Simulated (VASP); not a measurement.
Input of a VASP 6.6.1 run:

INCAR

```
  ALGO = Normal
  EDIFF = 1E-6
  ENCUT = 1340
  GGA = PE
  GGA_COMPAT = False
  ISIF = 2
  ISMEAR = 0
  LASPH = True
  LCHARG = False
  LDAU = True
  LDAUJ = 0 0
  LDAUL = -1 1
  LDAUPRINT = 1
  LDAUTYPE = 2
  LDAUU = 0 5.5
  LREAL = False
  LWAVE = False
  NBANDS = 20
  NELM = 200
  PREC = Accurate
  SIGMA = 0.1
```

File KPOINTS:

```
k-points
0
Gamma
  6 6 6
```

The input POSCAR:

```
PbO2
1.0
    0.0000000000      2.9788753107      2.9788753107
    2.9788753107      0.0000000000      2.9788753107
    2.9788753107      2.9788753107      0.0000000000
Pb O
1 2
Direct
    0.0000000000      0.0000000000      0.0000000000
    0.2500000000      0.2500000000      0.2500000000
    0.7500000000      0.7500000000      0.7500000000
```

Potentials or basis: VASP PAW PBE potentials, release 64 (Pb_d, O_h).

Command:

```bash
$ cat potpaw_PBE.64/Pb_d/POTCAR potpaw_PBE.64/O_h/POTCAR > POTCAR
$ mpirun -np 1 vasp_std > vasp.out
```

(1) Predict the pressure.

(2) Predict the band gap on the k mesh.

## Answers

(1) -17.2 GPa.

(2) zero (bands 13 and 14 overlap by 0.74 eV).

Caveat: the cell stands under tension; semilocal functionals underestimate gaps, and a narrow one can read as zero; spin-orbit coupling is left out, which moves the levels of the heavy elements; U without spin polarisation on a metal has little footing.
